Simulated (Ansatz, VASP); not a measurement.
## Pt: VASP beside Ansatz

```
CELL_PARAMETERS angstrom
2.80800 0.00000 0.00000
-1.40400 2.43180 0.00000
0.00000 0.00000 27.46360
ATOMIC_POSITIONS crystal
Pt 0.16667 0.33333 0.29129
Pt 0.50000 0.00000 0.37478
Pt 0.83333 0.66667 0.45826
Pt 0.16667 0.33333 0.54174
Pt 0.50000 0.00000 0.62522
Pt 0.83333 0.66667 0.70871
```

Alike in both runs: task single point; functional PBE; k mesh 13 × 13 × 1; occupations fermi-dirac, width 0.08 eV; no spin polarisation.

|  | VASP | Ansatz |
| --- | --- | --- |
| version | VASP 6.6.1 | Ansatz 0.2.0 |
| potentials or method | VASP PAW PBE potentials, release 64 (Pt), cutoff 520 eV | all-electron LAPW, scalar-relativistic |

Ansatz gave:

- rms of the force components (eV/Å): 0.083

**Question.** Which values does VASP return?

**Answer.** rms of the force components (eV/Å): 0.076.

Atom by atom the forces differ by 0.009 eV/Å (rms over components). Ansatz ran all-electron here, and VASP with PAW potentials.

Neither program's run includes spin-orbit coupling.
